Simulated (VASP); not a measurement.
Set up this calculation in VASP 6.6.1, as the native input.

```yaml
Task: single point
Functional: HSE06
Potentials_or_basis: VASP PAW PBE potentials, release 64 (Al, O)
Cutoff: 520 eV
k_mesh: 2 × 2 × 2
Occupations: fermi-dirac, width 0.01 eV
Spin: no spin polarisation
Dipole_correction: no
Grid_for_exact_exchange_PRECFOCK: Fast
Further_INCAR_settings: ALGO = Normal; EDIFF = 1e-06; NBANDS = 35
Share_of_exact_exchange: 0.25
Screening_parameter: 0.2079 1/Å
```

Al2O3:

```
CELL_PARAMETERS angstrom
2.40394 1.38792 4.37421
-2.40394 1.38792 4.37421
0.00000 -2.77583 4.37421
ATOMIC_POSITIONS crystal
Al 0.64792 0.64792 0.64792
Al 0.85208 0.85208 0.85208
Al 0.14792 0.14792 0.14792
Al 0.35208 0.35208 0.35208
O 0.44366 0.05634 0.75000
O 0.94366 0.25000 0.55634
O 0.05634 0.75000 0.44366
O 0.75000 0.44366 0.05634
O 0.25000 0.55634 0.94366
O 0.55634 0.94366 0.25000
```

One way to write it, as run:

POSCAR

```
Al2O3
1.0
    2.4039417608      1.3879164236      4.3742070950
   -2.4039417606      1.3879164244      4.3742070946
    0.0000000008     -2.7758328448      4.3742070954
Al O
4 6
Direct
    0.6479213249      0.6479213249      0.6479213249
    0.8520786751      0.8520786751      0.8520786751
    0.1479213249      0.1479213249      0.1479213249
    0.3520786751      0.3520786751      0.3520786751
    0.4436562505      0.0563437495      0.7500000000
    0.9436562505      0.2500000000      0.5563437495
    0.0563437495      0.7500000000      0.4436562505
    0.7500000000      0.4436562505      0.0563437495
    0.2500000000      0.5563437495      0.9436562505
    0.5563437495      0.9436562505      0.2500000000
```

INCAR.step1

```
PREC     = Accurate       # precision mode
ENCUT    = 520            # plane-wave cutoff, eV
EDIFF    = 1E-5           # SCF threshold, eV
ISMEAR   = -1             # smearing method
SIGMA    = 0.01           # smearing width, eV
LREAL    = False          # projectors in reciprocal space
LASPH    = True           # aspherical terms in the spheres
NELM     = 120            # most SCF steps
ALGO     = Normal         # electronic algorithm
ISIF     = 2              # what is computed and relaxed
LWAVE    = True           # write WAVECAR
NBANDS   = 35             # bands
GGA      = PE             # functional
GGA_COMPAT= False
```

INCAR.step2

```
PREC     = Accurate       # precision mode
ENCUT    = 520            # plane-wave cutoff, eV
EDIFF    = 1E-6           # SCF threshold, eV
ISMEAR   = -1             # smearing method
SIGMA    = 0.01           # smearing width, eV
LREAL    = False          # projectors in reciprocal space
LASPH    = True           # aspherical terms in the spheres
NELM     = 120            # most SCF steps
ALGO     = Normal         # electronic algorithm
ISIF     = 2              # what is computed and relaxed
LWAVE    = False          # write WAVECAR
LCHARG   = True           # write CHGCAR
GGA      = PE             # functional
LHFCALC  = True           # exact exchange
HFSCREEN = 0.2079         # screening, 1/A
PRECFOCK = Fast         
LELF     = True           # ELF
LVHAR    = True         
NBANDS   = 35             # bands
ISTART   = 1            
GGA_COMPAT= False
```

KPOINTS

```
Automatic mesh
0
Gamma
  2 2 2
```

Potentials or basis: VASP PAW PBE potentials, release 64 (Al, O).

Run with:

```sh
$ cat potpaw_PBE.64/Al/POTCAR potpaw_PBE.64/O/POTCAR > POTCAR
$ cp INCAR.step1 INCAR
$ mpirun -np 1 vasp_std > vasp.out
$ cp INCAR.step2 INCAR
$ mpirun -np 1 vasp_std > vasp.out
```

It gave:

```
Pressure               : -8.4 GPa
Largest force          : 0.025 eV/Å
Band gap on the k mesh : 7.70 eV
```

Caveat: the k points lie up to 0.79 Å⁻¹ apart; the PAW data sets were made with another functional, which shifts forces and pressure a little.

Run time: 7 min on 1 thread of Intel Xeon 8259CL, on a shared host, peak memory 0.34 GiB.
